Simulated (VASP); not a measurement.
## SnO2: relaxation of cell and atoms with LDA

SnO2:

```
Sn O
1.0
    -3.09915    3.19972    3.19972
     3.09915   -3.19972    3.19972
     3.09915    3.19972   -3.19972
Sn O
4 8
Direct
  0.00000 0.25000 0.75000
  0.00000 0.75000 0.25000
  0.50000 0.50000 0.50000
  0.50000 0.00000 0.00000
  0.19456 0.19456 0.50000
  0.69456 0.75000 0.94456
  0.19456 0.69456 0.00000
  0.30544 0.75000 0.55544
  0.69456 0.25000 0.44456
  0.30544 0.25000 0.05544
  0.80544 0.30544 0.00000
  0.80544 0.80544 0.50000
```

| Quantity | Value |
| --- | --- |
| Program | VASP 6.6.1 |
| Task | relaxation of cell and atoms |
| Functional | LDA |
| Potentials or basis | VASP PAW LDA potentials, release 64 (Sn_d, O) |
| Cutoff | 600 eV |
| k mesh | 6 × 6 × 6 |
| Occupations | gaussian, width 0.02 eV |
| Spin | no spin polarisation |
| Target pressure | 30 GPa |
| Dipole correction | no |
| Further INCAR settings | ALGO = Normal; EDIFF = 1e-06; IBRION = 2; EDIFFG = -0.008; NSW = 70; ISIF = 3 |

```
Relaxed volume                                             : 10.64 Å³/atom
Relaxed cell                                               : a = 5.496 Å, b = 5.496 Å, c = 5.496 Å, α = 110.57°, β = 108.92°, γ = 108.92°
Space group after relaxing (to 0.1 Å)                      : P4_2/mnm (No. 136)
Energy change on relaxing (the run minimises the enthalpy) : -14.5 meV/atom
Ionic steps                                                : 6
Pressure after relaxing                                    : 30.1 GPa
Band gap on the k mesh                                     : 2.48 eV
```

Step by step:
```
step  energy change (eV)  largest force (eV/Å)  pressure (GPa)  volume (Å³)
   1              0.0000                0.1775           32.91       126.92
   2             -0.6127                0.3171           22.78       130.47
   3             -0.2349                0.0025           29.39       128.08
   4             -0.1633                0.0793           30.19       127.68
   5             -0.1722                0.0696           30.10       127.73
   6             -0.1745                0.0009           30.06       127.74
```

Final structure:
```
Sn O
1.0
    -3.12957    3.19440    3.19440
     3.12957   -3.19440    3.19440
     3.12957    3.19440   -3.19440
Sn O
4 8
Direct
  0.00000 0.25000 0.75000
  0.00000 0.75000 0.25000
  0.50000 0.50000 0.50000
  0.50000 0.00000 0.00000
  0.19469 0.19469 0.50000
  0.69469 0.75000 0.94469
  0.19469 0.69469 0.00000
  0.30531 0.75000 0.55531
  0.69469 0.25000 0.44469
  0.30531 0.25000 0.05531
  0.80531 0.30531 0.00000
  0.80531 0.80531 0.50000
```

Levels at points of the mesh, in eV from the valence-band top:
| k point | band 49 | band 50 | band 51 | band 52 | band 53 | band 54 | band 55 | band 56 |
| --- | --- | --- | --- | --- | --- | --- | --- | --- |
| (0.00, 0.00, 0.00) | -0.93 | -0.87 | -0.87 | 0.00 | 2.48 | 5.92 | 5.92 | 6.48 |
| (0.50, 0.00, 0.00) | -0.67 | -0.67 | -0.50 | -0.50 | 5.58 | 5.58 | 7.31 | 7.31 |
| (0.00, 0.50, 0.00) | -0.90 | -0.90 | -0.57 | -0.57 | 5.76 | 5.76 | 7.34 | 7.34 |
| (0.50, 0.50, 0.50) | -1.35 | -1.35 | -0.96 | -0.96 | 5.97 | 5.97 | 7.40 | 7.40 |

Run time: 19 min on 1 thread of Oxide Virtual Turin-like Processor (shared host), peak memory 0.36 GiB.

Caveat: the cell is relaxed towards a set pressure, so the run minimises the enthalpy, not the energy; spin-orbit coupling is left out, which moves the levels of the heavy elements.
